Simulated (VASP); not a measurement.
Set up this calculation in VASP 6.6.1, as the native input.

| Property | Result |
| --- | --- |
| Task | single point |
| Functional | PBE |
| Potentials or basis | VASP PAW PBE potentials, release 64 (Hf_pv, N) |
| Cutoff | 520 eV |
| k mesh | 12 × 12 × 4 |
| Occupations | gaussian, width 0.1 eV |
| Spin | no spin polarisation |
| Dipole correction | no |
| Further INCAR settings | ALGO = Normal; EDIFF = 1e-06; NBANDS = 32 |

The structure of HfN lies in POSCAR:

```
HfN
1.0
    3.2931748363      0.0000000000      0.0000000000
   -1.6465874182      2.8519730673      0.0000000000
    0.0000000000      0.0000000000     10.5128731819
Hf N
3 3
Direct
    0.0000000000      0.0000000000      0.1852915592
    0.6666666667      0.3333333333      0.5000000000
    0.0000000000      0.0000000000      0.8147084408
    0.0000000000      0.0000000000      0.0000000000
    0.0000000000      0.0000000000      0.3855804560
    0.0000000000      0.0000000000      0.6144195440
```

These files were run (other wordings do the same):

INCAR

```
SYSTEM = HfN
PREC = Accurate
ENCUT = 520
EDIFF = 1E-6
ISMEAR = 0
SIGMA = 0.1
LREAL = .FALSE.
LASPH = .TRUE.
NELM = 80
ALGO = Normal
ISIF = 2
LWAVE = .FALSE.
LCHARG = .FALSE.
GGA = PE
NBANDS = 32
```

KPOINTS

```
Automatic mesh
0
G
  12 12 4
  0 0 0
```

Potentials or basis: VASP PAW PBE potentials, release 64 (Hf_pv, N).

The run is started by

```sh
$ cat potpaw_PBE.64/Hf_pv/POTCAR potpaw_PBE.64/N/POTCAR > POTCAR
$ mpirun -np 1 vasp_std > vasp.out
```

It gave:

| Item | Value |
| --- | --- |
| Pressure | -0.7 GPa |
| Largest force | 0.049 eV/Å |

It took 4 min on 1 thread of AMD EPYC 7R13 Processor (Zen 3) (shared host), peak memory 0.26 GiB.
